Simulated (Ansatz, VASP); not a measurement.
**Two plane-wave programs on Mo**

Contents of INCAR:

```
PREC     = Accurate       # precision mode
ENCUT    = 520            # plane-wave cutoff, eV
EDIFF    = 1E-7           # SCF threshold, eV
ISMEAR   = -1             # smearing method
SIGMA    = 0.1            # smearing width, eV
LREAL    = False          # projectors in reciprocal space
LASPH    = True           # aspherical terms in the spheres
NELM     = 60             # most SCF steps
ALGO     = Normal         # electronic algorithm
ISIF     = 2              # what is computed and relaxed
LWAVE    = False          # write WAVECAR
LCHARG   = False          # write CHGCAR
GGA      = RP             # functional
NBANDS   = 21             # bands
```

KPOINTS

```
Automatic mesh
0
Gamma
  11 11 11
```

The input POSCAR:

```
Mo
1.0
    0.0000000000      2.7449672349      2.7449672349
    2.7449672349      0.0000000000      2.7449672349
    2.7449672349      2.7449672349      0.0000000000
Mo
2
Direct
    0.1250000000      0.1250000000      0.1250000000
    0.8750000000      0.8750000000      0.8750000000
```

Input for Ansatz:

```yaml
crystal:
  lattice:
    - [0.0, 2.7449672349, 2.7449672349]
    - [2.7449672349, 0.0, 2.7449672349]
    - [2.7449672349, 2.7449672349, 0.0]
  atoms:
    - { symbol: Mo, position: [0.125, 0.125, 0.125] }
    - { symbol: Mo, position: [0.875, 0.875, 0.875] }
hamiltonian:
  xc: rpbe
  pseudopotentials:
    kind: paw
    azcp:
      Mo: "pseudopotentials/Mo.paw.azcp"
basis:
  ecutwfc: 420
  fft_grid_basis: typed
kpoints:
  mp_grid: { grid: [11, 11, 11], shift: [0, 0, 0] }
magnetization:
  spin_polarized: false
scf:
  occupations: { method: fermi_dirac, width: 0.1 }
  lower_state_search: "off"
output:
  stress: true
  write_density: true
  write_potential: true
  elf: true
  volumetric_format: npy
```

Alike in both runs: task single point; functional RPBE; k mesh 11 × 11 × 11; occupations fermi-dirac, width 0.1 eV; no spin polarisation.

|  | VASP | Ansatz |
| --- | --- | --- |
| version | VASP 6.6.1 | Ansatz 0.2.0 |
| potentials or method | VASP PAW PBE potentials, release 64 (Mo_sv), cutoff 520 eV | plane waves (420 eV) with PAW, scalar-relativistic |
| valence electrons in the cell | 28 | 28 |

VASP gave:

```
pressure (GPa) : 17.2
```

Q: Which values does Ansatz return?

A: Pressure (GPa): 16.5.

VASP's potentials were made for PBE, not for RPBE.
